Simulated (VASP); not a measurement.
# Al in VASP: a series of runs

The runs below take Al through single point, relaxation of cell and atoms, with PBE.

All numbers are computed with VASP 6.6.1; they aren't measurements. Logs are shortened: lines on timing, memory, paths and dates and some standing lists are left out, and cuts for length are marked.

### 1 The cell of the first run

Symmetry: R-3c, No. 167, trigonal system. The conventional cell has a = 7.538 Å, b = 7.538 Å, c = 8.307 Å, α = 90.00°, β = 90.00°, γ = 120.00°. Within 3.8 Å of Al (site symmetry -3) lie 12 Al at 2.85 to 2.93 Å. Within 3.4 Å of Al (site symmetry 2) lie 12 Al at 2.60 to 3.09 Å.

### 2 Single point, PBE

Input file INCAR:

```
  PREC = Accurate
  ENCUT = 520
  EDIFF = 1E-6
  ISMEAR = 0
  SIGMA = 0.1
  LREAL = F
  LASPH = T
  NELM = 80
  ALGO = Fast
  ISIF = 2
  LWAVE = F
  LCHARG = F
  GGA = PE
  NBANDS = 22
```

Input file KPOINTS:

```
Automatic mesh
0
Gamma
  9 9 9
```

Input file POSCAR:

```
Al
1.0
    3.7691039683      2.1760931907      2.7691573815
   -3.7691039683      2.1760931907      2.7691573815
    0.0000000000     -4.3521863814      2.7691573815
Al
8
Direct
    0.0000000000      0.0000000000      0.0000000000
    0.5000000000      0.5000000000      0.5000000000
    0.7500000000      0.4759404091      0.0240595909
    0.0240595909      0.7500000000      0.4759404091
    0.9759404091      0.2500000000      0.5240595909
    0.2500000000      0.5240595909      0.9759404091
    0.5240595909      0.9759404091      0.2500000000
    0.4759404091      0.0240595909      0.7500000000
```

Potentials or basis: VASP PAW PBE potentials, release 64 (Al).

Command:

```
$ cat potpaw_PBE.64/Al/POTCAR > POTCAR
$ mpirun -np 1 vasp_std > vasp.out
```

OUTCAR:

```text
PREC = Accurate
   ENCUT = 520
   EDIFF = 1E-6
   ISMEAR = 0
   LREAL = F
   LASPH = T
   NELM = 80
   ISIF = 2
   GGA = PE

 ion  position               nearest neighbor table
   1  0.000  0.000  0.000-   4 2.85   5 2.85   7 2.85   8 2.85   3 2.85   6 2.85   6 2.93   3 2.93
                             4 2.93   5 2.93   7 2.93   8 2.93
   2  0.500  0.500  0.500-   3 2.85   6 2.85   7 2.85   8 2.85   5 2.85   4 2.85   4 2.93   5 2.93
                             6 2.93   3 2.93   7 2.93   8 2.93
   3  0.750  0.476  0.024-   6 2.60   6 2.60   2 2.85   1 2.85   4 2.88   8 2.88   1 2.93   2 2.93
                             7 3.09   5 3.09   5 3.09   7 3.09
   4  0.024  0.750  0.476-   5 2.60   5 2.60   1 2.85   2 2.85   3 2.88   8 2.88   2 2.93   1 2.93
                             7 3.09   6 3.09   6 3.09   7 3.09
   5  0.976  0.250  0.524-   4 2.60   4 2.60   1 2.85   2 2.85   6 2.88   7 2.88   2 2.93   1 2.93
                             8 3.09   3 3.09   3 3.09   8 3.09
   6  0.250  0.524  0.976-   3 2.60   3 2.60   2 2.85   1 2.85   5 2.88   7 2.88   1 2.93   2 2.93
                             8 3.09   4 3.09   4 3.09   8 3.09
   7  0.524  0.976  0.250-   8 2.60   8 2.60   1 2.85   2 2.85   5 2.88   6 2.88   2 2.93   1 2.93
                             3 3.09   4 3.09   4 3.09   3 3.09
   8  0.476  0.024  0.750-   7 2.60   7 2.60   1 2.85   2 2.85   3 2.88   4 2.88   1 2.93   2 2.93
                             5 3.09   6 3.09   6 3.09   5 3.09

  LATTYP: Found a trigonal (rhomboedric) cell.
 ALAT       =     5.1584647815
 COS(alpha) =    -0.0677394542

  Lattice vectors:

 A1 = (   3.7691039683,   2.1760931907,   2.7691573815)
 A2 = (  -3.7691039683,   2.1760931907,   2.7691573815)
 A3 = (   0.0000000000,  -4.3521863814,   2.7691573815)

Analysis of symmetry for initial positions (statically):
=====================================================================
 Subroutine PRICEL returns:
 Original cell was already a primitive cell.

 Routine SETGRP: Setting up the symmetry group for a
 trigonal (rhombohedral) supercell.

 Subroutine GETGRP returns: Found 12 space group operations
 (whereof  6 operations were pure point group operations)
 out of a pool of 12 trial point group operations.

The static configuration has the point symmetry S_6 .
 The point group associated with its full space group is D_3d.

Analysis of symmetry for dynamics (positions and initial velocities):
=====================================================================
 Subroutine PRICEL returns:
 Original cell was already a primitive cell.

 Routine SETGRP: Setting up the symmetry group for a
 trigonal (rhombohedral) supercell.

 Subroutine GETGRP returns: Found 12 space group operations
 (whereof  6 operations were pure point group operations)
 out of a pool of 12 trial point group operations.

The dynamic configuration has the point symmetry S_6 .
 The point group associated with its full space group is D_3d.
[... 125 lines left out ...]
   EFERMI =   0.00;   METHOD = LEGACY
   ISMEAR =     0;   SIGMA  =   0.10  broadening in eV -4-tet -1-fermi 0-gaus
   EFERMI_NEDOS =   21; number of points for ismear=-14 and -15
   IALGO  =     68    algorithm
   IMIX   =      4    mixing-type and parameters
     AMIX     =   0.40;   BMIX     =  1.00
     AMIX_MAG =   1.60;   BMIX_MAG =  1.00
  volume/ion in A,a.u.               =      17.03       114.95
  Fermi-wavevector in a.u.,A,eV,Ry     =   0.917643  1.734094 11.457039  0.842069
  Thomas-Fermi vector in A             =   2.042635
   LORBIT       =      0    0 simple, 1 ext, 2 COOP (PROOUT), +10 PAW based schemes
   GGA     = PE    functional components
   LHFCALC =     F    Hartree Fock is set to
   AEXX    =    0.0000 exact exchange contribution
   IVDW    =     0    specifies the selected vdW correction
   LEPSILON=     F    determine dielectric tensor
   LRPA    =     F    only Hartree local field effects (RPA)
 non-spin polarized calculation
 RMM-DIIS sequential band-by-band and
 Gauss-broadening in eV      SIGMA  =   0.10
  energy-cutoff  :      520.00
  volume of cell :      136.27
 maximum number of plane-waves:      3694
   NGX = 19   NGY = 19   NGZ = 19

 number of electron      23.9999999 magnetization

 Free energy of the ion-electron system (eV)
  ---------------------------------------------------
  ext. energy  EPLUGINS =         0.00000000
  ---------------------------------------------------
  free energy    TOTEN  =       -29.37282979 eV

  energy without entropy =      -29.35741427  energy(sigma->0) =      -29.36512203

 E-fermi :   7.6493     XC(G=0): -10.0677

 val. band max:        7.6463467599   @ k =   0.4444   0.3333  -0.0000
 cond. band min:       7.6551671389   @ k =   0.3333   0.1111   0.1111
 fundamental gap:      0.0088203789
 Fermi energy:         7.6492675884

 k-point     1 :       0.0000    0.0000    0.0000
  band No.  band energies     occupation
      1      -3.2793      2.00000
      2       2.0378      2.00000
      3       2.0378      2.00000
      4       2.0416      2.00000
      5       2.1033      2.00000
      6       2.1033      2.00000
[... 589 lines left out ...]
     21      13.0212      0.00000
     22      13.4903      0.00000

 [... further k-points ...]

------------------------ aborting loop because EDIFF is reached ----------------------------------------

  FORCE on cell =-STRESS in cart. coord.  units (eV):
  Direction    XX          YY          ZZ          XY          YZ          ZX
  --------------------------------------------------------------------------------------
  -------------------------------------------------------------------------------------
  Total       -0.0282599     -0.0282599     -0.0494337      0.0000000      0.0000000      0.0000000
  in kB       -0.3322513     -0.3322513     -0.5811911      0.0000000      0.0000000      0.0000000
  external PRESSURE =      -0.4152312 kB  Pullay stress =       0.0000000 kB

 VOLUME and BASIS-vectors are now :
 -----------------------------------------------------------------------------
  energy-cutoff  :      520.00
  volume of cell :      136.27
      direct lattice vectors                 reciprocal lattice vectors
     3.769103968  2.176093191  2.769157381     0.132657524  0.076589857  0.120373560
    -3.769103968  2.176093191  2.769157381    -0.132657524  0.076589857  0.120373560
     0.000000000 -4.352186381  2.769157381     0.000000000 -0.153179714  0.120373560

 POSITION                                       TOTAL-FORCE (eV/Angst)
 -----------------------------------------------------------------------------------
      0.00000      0.00000      0.00000         0.000000      0.000000      0.000000
      0.00000      0.00000      4.15374         0.000000      0.000000      0.000000
      1.03296      2.56305      3.46145        -0.000161      0.000279      0.000000
     -2.73614     -0.38696      3.46145        -0.000161     -0.000279      0.000000
      2.73614      0.38696      4.84603         0.000161      0.000279      0.000000
     -1.03296     -2.56305      4.84603         0.000161     -0.000279      0.000000
     -1.70319      2.17609      4.84603        -0.000323      0.000000     -0.000000
      1.70319     -2.17609      3.46145         0.000323      0.000000     -0.000000
 -----------------------------------------------------------------------------------
    total drift:                               -0.000000     -0.000000     -0.000000

  FREE ENERGIE OF THE ION-ELECTRON SYSTEM (eV)
  ---------------------------------------------------
  free  energy   TOTEN  =       -29.3728297923 eV

  energy  without entropy=      -29.3574142744  energy(sigma->0) =      -29.36512203
```

stdout:

```text
POSCAR found type information on POSCAR Al
 POSCAR found :  1 types and       8 ions
 scaLAPACK will be used
 LDA part: xc-table for (Slater+PW92), standard interpolation
 POSCAR, INCAR and KPOINTS ok, starting setup
 FFT: planning ... GRIDC
 FFT: planning ... GRID_SOFT
 FFT: planning ... GRID
 WAVECAR not read
 entering main loop
```

It took 87 s on 1 thread of Intel Xeon 6975P-C (Granite Rapids), shared host; peak memory 0.34 GiB.

Results:

```yaml
Free_energy: -29.3728 eV
Pressure: 0.0 GPa
Band_gap_on_the_k_mesh: zero (bands 12 and 13 overlap by 3.24 eV)
```

### 3 Single point, PBE

This run uses another cell than the first one, of 16.99 Å³/atom.

Input file INCAR:

```
SYSTEM = Al
ALGO = Fast ; EDIFF = 1E-6
ENCUT = 520 ; GGA = PE
ISIF = 2 ; ISMEAR = 0
LASPH = .True. ; LCHARG = .False.
LREAL = .False. ; LWAVE = .False.
NBANDS = 22 ; NELM = 100
PREC = Accurate ; SIGMA = 0.1
```

Input file KPOINTS:

```
k-points
0
Gamma
  6 6 6
  0 0 0
```

Input file POSCAR:

```
Al
1.0
    5.1421333689     -0.1523076514     -0.1552455688
   -0.1565140518      5.1506422754     -0.1618307039
   -0.1633848780     -0.1656422955      5.1484033551
Al
8
Direct
    0.4999784135      0.4999762479      0.4999810429
    0.0000169964      0.0000260030      0.0000222503
    0.2500396359      0.9783740852      0.5214853698
    0.5209394527      0.2499511368     -0.0211947501
    0.4790785731      0.7500572597      0.0211743259
    0.7499687743      0.0215754313      0.4785619356
    0.0212823121      0.4784452429      0.7499732789
   -0.0213041580      0.5215945932      0.2499965466
```

Potentials or basis: VASP PAW PBE potentials, release 64 (Al).

Command:

```
$ cat potpaw_PBE.64/Al/POTCAR > POTCAR
$ mpirun -np 1 vasp_std > vasp.out
```

Run time: 97 s. Hardware: 1 thread of Intel Xeon 6975P-C (Granite Rapids), shared host; peak memory 0.38 GiB.

The run converged. Its results:

```
Free energy            : -29.3992 eV
Pressure               : 0.0 GPa
Largest force          : 0.006 eV/Å
Band gap on the k mesh : zero (bands 12 and 13 overlap by 3.44 eV)
```

Forces in eV/Å, atoms in the order of the input:
```
Al   0.000  0.000  0.000
Al   0.000  0.000  0.000
Al  -0.001 -0.001  0.004
Al   0.003  0.001 -0.005
Al  -0.003 -0.001  0.005
Al   0.001  0.001 -0.004
Al   0.003 -0.004  0.000
Al  -0.003  0.003  0.000
```

Stress tensor (GPa, compression positive):
```
 0.06 -0.09 -0.02
-0.09 -0.04 -0.01
-0.02 -0.01  0.03
```

Levels at points of the mesh, in eV from the Fermi level:
| k point | band 8 | band 9 | band 10 | band 11 | band 12 | band 13 | band 14 | band 15 | band 16 | band 17 |
| --- | --- | --- | --- | --- | --- | --- | --- | --- | --- | --- |
| (0.00, 0.00, 0.00) | -1.37 | -1.35 | -1.09 | -1.07 | -0.29 | 0.32 | 0.33 | 0.35 | 0.38 | 1.16 |
| (0.50, 0.00, 0.00) | -3.92 | -3.37 | -3.36 | 0.27 | 0.27 | 0.63 | 0.64 | 1.23 | 1.23 | 1.74 |
| (0.00, 0.50, 0.00) | -3.91 | -3.36 | -3.35 | 0.28 | 0.30 | 0.65 | 0.66 | 1.22 | 1.23 | 1.71 |
| (0.50, 0.50, 0.00) | -2.77 | -2.69 | -2.67 | -2.10 | -1.38 | 1.92 | 2.07 | 2.15 | 2.25 | 2.91 |
| (0.00, 0.00, 0.50) | -3.91 | -3.36 | -3.35 | 0.29 | 0.30 | 0.67 | 0.67 | 1.21 | 1.22 | 1.70 |
| (0.50, 0.00, 0.50) | -2.78 | -2.71 | -2.67 | -2.11 | -1.39 | 1.91 | 2.07 | 2.14 | 2.25 | 2.93 |
| (0.00, 0.50, 0.50) | -2.78 | -2.69 | -2.67 | -2.11 | -1.38 | 1.88 | 2.04 | 2.11 | 2.22 | 2.92 |
| (0.50, 0.50, 0.50) | -6.12 | 2.63 | 2.64 | 2.65 | 2.65 | 2.93 | 2.93 | 3.39 | 3.39 | 3.39 |

### 4 Relaxation of cell and atoms, PBE

This run uses another cell than the first one, of 17.00 Å³/atom.

Input file INCAR:

```
ALGO = Fast ; EDIFF = 1E-6
EDIFFG = -0.01 ; ENCUT = 600
GGA = PE ; IBRION = 2
ISIF = 3 ; ISMEAR = 0
LASPH = T ; LCHARG = F
LREAL = F ; LWAVE = F
NELM = 60 ; NSW = 100
PREC = Accurate ; SIGMA = 0.1
```

Input file KPOINTS:

```
k-points
0
Gamma
  9 9 9
```

Input file POSCAR:

```
Al
1.0
    3.7526381571      2.1665866502      2.7878821413
   -3.7526381571      2.1665866502      2.7878821413
    0.0000000000     -4.3331733003      2.7878821413
Al
8
Direct
    0.0000000000      0.0000000000      0.0000000000
    0.5000000000      0.5000000000      0.5000000000
    0.7500000000      0.4784467552      0.0215532448
    0.0215532448      0.7500000000      0.4784467552
    0.9784467552      0.2500000000      0.5215532448
    0.2500000000      0.5215532448      0.9784467552
    0.5215532448      0.9784467552      0.2500000000
    0.4784467552      0.0215532448      0.7500000000
```

Potentials or basis: VASP PAW PBE potentials, release 64 (Al).

Command:

```
$ cat potpaw_PBE.64/Al/POTCAR > POTCAR
$ mpirun -np 1 vasp_std > vasp.out
```

OUTCAR:

```text
EDIFF = 1E-6
   EDIFFG = -0.01
   ENCUT = 600
   GGA = PE
   IBRION = 2
   ISIF = 3
   ISMEAR = 0
   LASPH = T
   LREAL = F
   NELM = 60
   NSW = 100
   PREC = Accurate

 ion  position               nearest neighbor table
   1  0.000  0.000  0.000-   4 2.85   5 2.85   3 2.85   6 2.85   7 2.85   8 2.85   5 2.92   4 2.92
                             7 2.92   8 2.92   3 2.92   6 2.92
   2  0.500  0.500  0.500-   3 2.85   6 2.85   5 2.85   4 2.85   7 2.85   8 2.85   3 2.92   6 2.92
                             8 2.92   7 2.92   4 2.92   5 2.92
   3  0.750  0.478  0.022-   6 2.60   6 2.60   2 2.85   1 2.85   4 2.90   8 2.90   2 2.92   1 2.92
                             5 3.09   5 3.09   7 3.09   7 3.09
   4  0.022  0.750  0.478-   5 2.60   5 2.60   1 2.85   2 2.85   3 2.90   8 2.90   1 2.92   2 2.92
                             6 3.09   6 3.09   7 3.09   7 3.09
   5  0.978  0.250  0.522-   4 2.60   4 2.60   1 2.85   2 2.85   6 2.90   7 2.90   1 2.92   2 2.92
                             3 3.09   3 3.09   8 3.09   8 3.09
   6  0.250  0.522  0.978-   3 2.60   3 2.60   2 2.85   1 2.85   5 2.90   7 2.90   2 2.92   1 2.92
                             4 3.09   4 3.09   8 3.09   8 3.09
   7  0.522  0.978  0.250-   8 2.60   8 2.60   1 2.85   2 2.85   5 2.90   6 2.90   2 2.92   1 2.92
                             3 3.09   4 3.09   3 3.09   4 3.09
   8  0.478  0.022  0.750-   7 2.60   7 2.60   1 2.85   2 2.85   3 2.90   4 2.90   1 2.92   2 2.92
                             6 3.09   5 3.09   6 3.09   5 3.09

  LATTYP: Found a trigonal (rhomboedric) cell.
 ALAT       =     5.1525408960
 COS(alpha) =    -0.0608658785
[... 207 lines left out ...]
  in kB        2.8309478      2.8309478     -4.2358267     -0.0000000     -0.0000000      0.0000000
  external PRESSURE =       0.4753563 kB  Pullay stress =       0.0000000 kB
[... 323 lines left out ...]
--------------------------------------- Ionic step        9  -------------------------------------------

 number of electron      24.0000000 magnetization

 Free energy of the ion-electron system (eV)
  ---------------------------------------------------
  ext. energy  EPLUGINS =         0.00000000
  ---------------------------------------------------
  free energy    TOTEN  =       -29.37313932 eV

  energy without entropy =      -29.35769309  energy(sigma->0) =      -29.36541621

 E-fermi :   7.6648     XC(G=0): -10.0737

 val. band max:        7.6601311986   @ k =   0.4444   0.3333   0.0000
 cond. band min:       7.6749404503   @ k =   0.3333   0.1111   0.1111
 fundamental gap:      0.0148092517
 Fermi energy:         7.6647781387

 k-point     1 :       0.0000    0.0000    0.0000
  band No.  band energies     occupation
      1      -3.2722      2.00000
      2       2.0472      2.00000
      3       2.0472      2.00000
      4       2.0543      2.00000
      5       2.1287      2.00000
      6       2.1287      2.00000
[... 457 lines left out ...]
      4       0.4031      2.00000
      5       3.7563      2.00000
      6       4.1717      2.00000
[... 9 lines left out ...]
     16       9.8865      0.00000
     17      10.3782      0.00000

 [... further k-points ...]

------------------------ aborting loop because EDIFF is reached ----------------------------------------

  FORCE on cell =-STRESS in cart. coord.  units (eV):
  Direction    XX          YY          ZZ          XY          YZ          ZX
  --------------------------------------------------------------------------------------
  -------------------------------------------------------------------------------------
  Total        0.0391724      0.0391724      0.0566752      0.0000000      0.0000000      0.0000000
  in kB        0.4612369      0.4612369      0.6673234      0.0000000      0.0000000      0.0000000
  external PRESSURE =       0.5299324 kB  Pullay stress =       0.0000000 kB
[... 23 lines left out ...]
  FREE ENERGIE OF THE ION-ELECTRON SYSTEM (eV)
  ---------------------------------------------------
  free  energy   TOTEN  =       -29.3731393227 eV

  energy  without entropy=      -29.3576930930  energy(sigma->0) =      -29.36541621

 reached required accuracy - stopping structural energy minimisation
```

OSZICAR:

```text
N       E                     dE             d eps       ncg     rms          rms(c)
DAV:   1     0.349269033087E+02    0.34927E+02   -0.93420E+03  2890   0.125E+03
DAV:   2    -0.273156551826E+02   -0.62243E+02   -0.60537E+02  3775   0.141E+02
DAV:   3    -0.295631738193E+02   -0.22475E+01   -0.21725E+01  3780   0.241E+01
[... 46 lines left out ...]
       N       E                     dE             d eps       ncg     rms          rms(c)
DAV:   1    -0.293731302078E+02   -0.26312E-03   -0.11114E-02  2964   0.683E-01    0.222E-02
RMM:   2    -0.293731386961E+02   -0.84883E-05   -0.17329E-04  2890   0.101E-01    0.110E-02
RMM:   3    -0.293731388140E+02   -0.11781E-06   -0.30792E-05  2899   0.431E-02    0.531E-03
RMM:   4    -0.293731393227E+02   -0.50875E-06   -0.62179E-06  2724   0.196E-02
   9 F= -.29373139E+02 E0= -.29365416E+02  d E =-.514231E-03
```

It took 4.2 min on 1 thread of Intel Xeon 6975P-C (Granite Rapids), shared host; peak memory 0.38 GiB.

Results:

| Item | Value |
| --- | --- |
| Free energy | -29.3731 eV |
| Relaxed volume | 17.01 Å³/atom |
| Relaxed cell | a = 5.156 Å, b = 5.156 Å, c = 5.156 Å, α = 93.86°, β = 93.86°, γ = 93.86° |
| Space group after relaxing (to 0.1 Å) | R-3c (No. 167) |
| Energy gained by relaxing | 0.3 meV/atom |
| Ionic steps | 9 |
| Pressure after relaxing | 0.1 GPa |
| Largest force after relaxing | 0.008 eV/Å |
| Band gap on the k mesh | zero (bands 12 and 13 overlap by 3.25 eV) |

Forces on the atoms (eV/Å):
```
Al   0.000  0.000  0.000
Al   0.000  0.000  0.000
Al   0.004 -0.007  0.000
Al   0.004  0.007  0.000
Al  -0.004 -0.007  0.000
Al  -0.004  0.007  0.000
Al   0.008  0.000  0.000
Al  -0.008  0.000  0.000
```

Step by step:
```tsv
step	energy change (eV)	largest force (eV/Å)	pressure (GPa)	volume (Å³)
1	0.0000	0.0071	0.05	136.00
2	-0.0012	0.0106	0.01	136.10
3	-0.0019	0.0154	-0.05	136.23
4	-0.0019	0.0158	-0.05	136.24
5	-0.0020	0.0149	0.02	136.11
6	-0.0020	0.0141	0.09	135.97
7	-0.0021	0.0135	0.09	135.98
8	-0.0022	0.0113	0.08	136.01
9	-0.0025	0.0076	0.05	136.07
```

Final structure:
```
CELL_PARAMETERS angstrom
3.76632 2.17449 2.76912
-3.76632 2.17449 2.76912
0.00000 -4.34897 2.76912
ATOMIC_POSITIONS crystal
Al 0.00000 0.00000 0.00000
Al 0.50000 0.50000 0.50000
Al 0.75000 0.47709 0.02291
Al 0.02291 0.75000 0.47709
Al 0.97709 0.25000 0.52291
Al 0.25000 0.52291 0.97709
Al 0.52291 0.97709 0.25000
Al 0.47709 0.02291 0.75000
```

Levels at points of the mesh, in eV from the Fermi level:
| k point | band 9 | band 10 | band 11 | band 12 | band 13 | band 14 | band 15 | band 16 |
| --- | --- | --- | --- | --- | --- | --- | --- | --- |
| (0.00, 0.00, 0.00) | -1.44 | -1.15 | -1.15 | -0.43 | 0.29 | 0.36 | 0.36 | 0.43 |

### 5 Summary

```csv
task,cell,k mesh,cutoff (eV),gap on the mesh (eV),pressure (GPa),largest force (eV/Å)
single point,"a = 5.158 Å, angles 93.9°, 8 atoms, atomic positions A",9 × 9 × 9,520,none,0.0,-
single point,"a = 5.147, b = 5.156, c = 5.154 Å, angles 93.6, 93.5, 93.4°, 8 atoms, atomic positions B",6 × 6 × 6,520,none,0.0,0.01
relaxation of cell and atoms,"relaxed from a = 5.153 Å, angles 93.5°, 8 atoms, atomic positions C",9 × 9 × 9,600,none,0.1,0.01
```

Alike in all rows: level PBE; potentials or basis VASP PAW PBE potentials, release 64 (Al); no spin polarisation; smearing gaussian 0.1 eV.

Total energies depend on the potentials used, so only differences within one code and one set of settings carry meaning.
